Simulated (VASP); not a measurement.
Wanted: the native input for a VASP 6.6.1 run.

```yaml
Task: single point
Functional: PBE
Potentials_or_basis: VASP PAW PBE potentials, release 64 (Cu)
Cutoff: 520 eV
k_mesh: 13 × 13 × 13
Occupations: fermi-dirac, width 0.08 eV
Spin: no spin polarisation
Dipole_correction: no
Further_INCAR_settings: ALGO = Normal; EDIFF = 1e-07; NBANDS = 18
```

The structure of Cu lies in POSCAR:

```
Cu
1.0
    0.0000000000      2.6767426824      2.6767426824
    2.6767426824      0.0000000000      2.6767426824
    2.6767426824      2.6767426824      0.0000000000
Cu
2
Direct
   -0.1250000000     -0.1250000000     -0.1250000000
    0.1250000000      0.1250000000      0.1250000000
```

These files were run (other wordings do the same):

INCAR

```
SYSTEM = Cu
PREC = Accurate
ENCUT = 520
EDIFF = 1E-7
ISMEAR = -1
SIGMA = 0.08
LREAL = .False.
LASPH = .True.
NELM = 80
ALGO = Normal
ISIF = 2
LWAVE = .False.
LCHARG = .False.
GGA = PE
NBANDS = 18
```

KPOINTS

```
regular mesh
0
Gamma
  13 13 13
  0 0 0
```

Potentials or basis: VASP PAW PBE potentials, release 64 (Cu).

Command:

```sh
$ cat potpaw_PBE.64/Cu/POTCAR > POTCAR
$ mpirun -np 1 vasp_std > vasp.out
```

Results of the run:

```yaml
Pressure: 0.3 GPa
Band_gap_on_the_k_mesh: zero (band 11 reaches 3.16 eV, above the bottom of band 12 at 2.42 eV)
```

It took 42 s on 1 thread of Intel(R) Xeon(R) Platinum 8488C (Sapphire Rapids), with other jobs on the host, peak memory 0.18 GiB.
